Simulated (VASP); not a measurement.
# TiTe2 (P-3m1) in VASP: notebook, part 3 of 3

VASP 6.6.1. The steps go on from the part before.

## (6) Single point, PBE (volume scaled by 0.94, then relaxed in part)

The input, INCAR:

```
SYSTEM = TiTe2
  PREC = Accurate
  ENCUT = 520
  EDIFF = 1E-6
  ISMEAR = 0
  SIGMA = 0.1
  LREAL = .False.
  LASPH = .True.
  NELM = 80
  ALGO = Normal
  ISIF = 2
  LWAVE = .False.
  LCHARG = .False.
  GGA = PE
  NBANDS = 19
```

The input, KPOINTS:

```
Automatic mesh
0
Gamma
  12 12 8
  0 0 0
```

The input, POSCAR:

```
TiTe2
1.0
    3.7413588762      0.0000000000      0.0000000000
   -1.8706794381      3.2401118314      0.0000000000
    0.0000000000      0.0000000000      6.5804929892
Ti Te
1 2
Direct
    0.0000000000      0.0000000000      0.0000000000
    0.6666666667      0.3333333333      0.2627602961
    0.3333333333      0.6666666667      0.7372397039
```

Potentials or basis: VASP PAW PBE potentials, release 64 (Ti_sv, Te).

Launch:

```
$ cat potpaw_PBE.64/Ti_sv/POTCAR potpaw_PBE.64/Te/POTCAR > POTCAR
$ mpirun -np 1 vasp_std > vasp.out
```

OUTCAR:

```text
SYSTEM = TiTe2
   PREC = Accurate
   ENCUT = 520
   EDIFF = 1E-6
   ISMEAR = 0
   LREAL = .False.
   LASPH = .True.
   NELM = 80
   ISIF = 2
   GGA = PE

 ion  position               nearest neighbor table
   1  0.000  0.000  0.000-   2 2.77   3 2.77   3 2.77   2 2.77   2 2.77   3 2.77
   2  0.667  0.333  0.263-   1 2.77   1 2.77   1 2.77
   3  0.333  0.667  0.737-   1 2.77   1 2.77   1 2.77

  LATTYP: Found a hexagonal cell.
 ALAT       =     3.7413588762
 C/A-ratio  =     1.7588510504

  Lattice vectors:

 A1 = (   3.7413588762,   0.0000000000,   0.0000000000)
 A2 = (  -1.8706794381,   3.2401118314,   0.0000000000)
 A3 = (   0.0000000000,   0.0000000000,   6.5804929892)

Analysis of symmetry for initial positions (statically):
=====================================================================
 Subroutine PRICEL returns:
 Original cell was already a primitive cell.

 Routine SETGRP: Setting up the symmetry group for a
 hexagonal supercell.

 Subroutine GETGRP returns: Found 12 space group operations
 (whereof 12 operations were pure point group operations)
 out of a pool of 24 trial point group operations.

[... 163 lines left out ...]

 E-fermi :   6.9139     XC(G=0):  -9.8878

 val. band max:        6.9108901008   @ k =   0.4167  -0.0000   0.0000
 cond. band min:       6.9149184997   @ k =   0.3333  -0.0000   0.5000
 fundamental gap:      0.0040283989
 Fermi energy:         6.9138527259

 k-point     1 :       0.0000    0.0000    0.0000
  band No.  band energies     occupation
      1     -50.5507      2.00000
      2     -26.8097      2.00000
      3     -26.8097      2.00000
      4     -26.7683      2.00000
      5      -5.5490      2.00000
      6      -4.1096      2.00000
[... 505 lines left out ...]
      6      -4.0126      2.00000
[... 11 lines left out ...]
     18      13.2896      0.00000
     19      13.7288      0.00000

 [... further k-points ...]

------------------------ aborting loop because EDIFF is reached ----------------------------------------

  FORCE on cell =-STRESS in cart. coord.  units (eV):
  Direction    XX          YY          ZZ          XY          YZ          ZX
  --------------------------------------------------------------------------------------
  -------------------------------------------------------------------------------------
  Total        0.6127241      0.6127241      0.6119852      0.0000000      0.0000000      0.0000000
  in kB       12.3063061     12.3063061     12.2914670      0.0000000      0.0000000      0.0000000
  external PRESSURE =      12.3013598 kB  Pullay stress =       0.0000000 kB

 VOLUME and BASIS-vectors are now :
 -----------------------------------------------------------------------------
  energy-cutoff  :      520.00
  volume of cell :       79.77
      direct lattice vectors                 reciprocal lattice vectors
     3.741358876  0.000000000  0.000000000     0.267282566  0.154315661  0.000000000
    -1.870679438  3.240111831  0.000000000     0.000000000  0.308631323  0.000000000
     0.000000000  0.000000000  6.580492989     0.000000000  0.000000000  0.151964298

 POSITION                                       TOTAL-FORCE (eV/Angst)
 -----------------------------------------------------------------------------------
      0.00000      0.00000      0.00000         0.000000      0.000000      0.000000
      1.87068      1.08004      1.72909        -0.000000      0.000000      0.008699
     -0.00000      2.16007      4.85140         0.000000     -0.000000     -0.008699
 -----------------------------------------------------------------------------------
    total drift:                                0.000000     -0.000000      0.000000

  FREE ENERGIE OF THE ION-ELECTRON SYSTEM (eV)
  ---------------------------------------------------
  free  energy   TOTEN  =       -16.2075565045 eV

  energy  without entropy=      -16.2016581201  energy(sigma->0) =      -16.20460731
```

OSZICAR:

```text
N       E                     dE             d eps       ncg     rms          rms(c)
DAV:   1     0.179646140286E+03    0.17965E+03   -0.10734E+04  4978   0.118E+03
DAV:   2    -0.179336169333E+01   -0.18144E+03   -0.17638E+03  5245   0.298E+02
DAV:   3    -0.177990528179E+02   -0.16006E+02   -0.15628E+02  7567   0.831E+01
DAV:   4    -0.183751310422E+02   -0.57608E+00   -0.57119E+00  6509   0.147E+01
DAV:   5    -0.183962348446E+02   -0.21104E-01   -0.21092E-01  7129   0.274E+00    0.122E+01
DAV:   6    -0.185659576187E+02   -0.16972E+00   -0.37100E+01  5468   0.373E+01    0.142E+01
DAV:   7    -0.164583116005E+02    0.21076E+01   -0.30646E+01  6305   0.317E+01    0.541E+00
DAV:   8    -0.162068546341E+02    0.25146E+00   -0.14944E+00  5886   0.834E+00    0.171E+00
DAV:   9    -0.162285275150E+02   -0.21673E-01   -0.22515E-01  6746   0.294E+00    0.157E+00
DAV:  10    -0.162107117460E+02    0.17816E-01   -0.26637E-01  5903   0.347E+00    0.793E-01
DAV:  11    -0.162077930477E+02    0.29187E-02   -0.31942E-02  5744   0.128E+00    0.340E-01
DAV:  12    -0.162077268650E+02    0.66183E-04   -0.42124E-03  5926   0.443E-01    0.237E-01
DAV:  13    -0.162075589538E+02    0.16791E-03   -0.70005E-04  5870   0.193E-01    0.459E-02
DAV:  14    -0.162075638448E+02   -0.48911E-05   -0.21321E-05  5741   0.354E-02    0.385E-02
DAV:  15    -0.162075580475E+02    0.57974E-05   -0.12053E-05  6277   0.264E-02    0.163E-02
DAV:  16    -0.162075563413E+02    0.17062E-05   -0.91054E-06  5695   0.181E-02    0.200E-03
DAV:  17    -0.162075565045E+02   -0.16324E-06   -0.29771E-07  3113   0.431E-03
   1 F= -.16207557E+02 E0= -.16204607E+02  d E =-.589838E-02
```

Wall time 92 s (1 thread of Intel Xeon 6975P-C (Granite Rapids), shared host); peak memory 0.32 GiB.

Results:

| Property | Result |
| --- | --- |
| Free energy | -16.2076 eV |
| Pressure | 1.2 GPa |
| Largest force | 0.009 eV/Å |
| Band gap on the k mesh | zero (band 12 reaches 7.32 eV, above the bottom of band 13 at 6.58 eV) |

Forces on the atoms (eV/Å):
```
Ti   0.000  0.000  0.000
Te   0.000  0.000  0.009
Te   0.000  0.000 -0.009
```

Caveat: spin-orbit coupling is left out, which moves the levels of the heavy elements; this functional lacks dispersion, which binds the layers, so the pressure and a relaxed spacing across them are unreliable.

## (7) Overview

| level | potentials or basis | cell | k mesh | gap on the mesh (eV) | pressure (GPa) | largest force (eV/Å) |
| --- | --- | --- | --- | --- | --- | --- |
| LDA | VASP PAW LDA potentials, release 64 (Ti_sv, Te) | a = 3.658, b = 3.658, c = 6.390 Å, angles 90.0, 90.0, 120.0°, 3 atoms | 15 × 15 × 8 | none | 0.0 | 0.01 |
| PBE | VASP PAW PBE potentials, release 64 (Ti_sv, Te) | a = 3.711, b = 3.711, c = 6.970 Å, angles 90.0, 90.0, 120.0°, 3 atoms | 15 × 15 × 8 | none | 1.0 | 0.04 |
| PBE | VASP PAW PBE potentials, release 64 (Ti_sv, Te) | a = 3.958, b = 3.958, c = 6.224 Å, angles 90.0, 90.0, 120.0°, 3 atoms | 15 × 15 × 8 | none | -4.4 | 1.04 |
| PBE | VASP PAW PBE potentials, release 64 (Ti_sv, Te) | a = 3.777, b = 3.777, c = 6.498 Å, angles 90.0, 90.0, 120.0°, 3 atoms | 6 × 6 × 4 | none | 0.7 | 0.03 |
| PBE | VASP PAW PBE potentials, release 64 (Ti_sv, Te) | a = 3.741, b = 3.741, c = 6.580 Å, angles 90.0, 90.0, 120.0°, 3 atoms | 12 × 12 × 8 | none | 1.2 | 0.01 |

Alike in all rows: task single point; no spin polarisation; cutoff (eV) 520; smearing gaussian 0.1 eV.

Caveats: spin-orbit coupling is left out, which moves the levels of the heavy elements; this functional lacks dispersion, which binds the layers, so the pressure and a relaxed spacing across them are unreliable (some runs); forces of over 1 eV/Å act on the atoms, so gaps and moduli don't describe the material at rest (some runs).

Absolute energies hang on the potentials; compare differences alone.
